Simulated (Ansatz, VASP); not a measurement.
BiRu in VASP and in Ansatz

Contents of INCAR:

```
  ALGO = Normal
  EDIFF = 1E-7
  EDIFFG = -0.04
  ENCUT = 600
  GGA = PE
  IBRION = 2
  ISIF = 3
  ISMEAR = 0
  LASPH = T
  LCHARG = F
  LREAL = F
  LWAVE = F
  NELM = 60
  NSW = 90
  PREC = Accurate
  SIGMA = 0.1
```

KPOINTS

```
k-points
0
Gamma
  6 6 6
```

File POSCAR:

```
BiRu
1.0
    3.5467444400      0.0000000000      0.0000000000
    0.0000000000      3.5467444400      0.0000000000
    0.0000000000      0.0000000000      3.5467444400
Bi Ru
1 1
Direct
    0.0000000000      0.0000000000      0.0000000000
    0.5000000000      0.5000000000      0.5000000000
```

Input for Ansatz:

```yaml
crystal:
  lattice:
    - [3.54674444, 0.0, 0.0]
    - [0.0, 3.54674444, 0.0]
    - [0.0, 0.0, 3.54674444]
  atoms:
    - { symbol: Bi, position: [0.0, 0.0, 0.0] }
    - { symbol: Ru, position: [0.5, 0.5, 0.5] }
basis:
  ecutwfc: 420
kpoints:
  mp_grid: { grid: [6, 6, 6] }
hamiltonian:
  xc: pbe
scf:
  occupations: { method: gaussian, width: 0.1 }
  lower_state_search: "off"
output:
  forces: true
  stress: true
  eigenvalues: true
relax:
  adjacent_minimum: "off"
  f_tol: 0.04
  max_steps: 70
  cell: { stress_tol: 0.4 }
```

Change from the starting cell: species swapped into the YbTl type (Pm-3m, No. 221).

Alike in both runs: task relaxation of cell and atoms; functional PBE; k mesh 6 × 6 × 6; occupations gaussian, width 0.1 eV; no spin polarisation.

```csv
,VASP,Ansatz
version,VASP 6.6.1,Ansatz 0.2.0
potentials or method,"VASP PAW PBE potentials, release 64 (Bi_d, Ru_pv), cutoff 600 eV","scalar-relativistic, plane waves, PAW"
valence electrons in the cell,29,31
```

Ansatz gave:

- gap on the k mesh at the Fermi level, each at its own relaxed structure (eV): none
- relaxed volume (Å³/atom): 19.70
- relaxed cell length with the largest relative difference (Å): 3.403

Problem. Estimate VASP's values.

Solution. gap on the k mesh at the Fermi level, each at its own relaxed structure (eV): none; relaxed volume (Å³/atom): 19.72; relaxed cell length with the largest relative difference (Å): 3.404.

A gap of «none» marks a metal or a gap that the smearing closes. VASP's potentials hold 29 valence electrons a cell and Ansatz's 31, so a difference there can come from the potentials and not from the codes.

Spin-orbit coupling is off throughout.
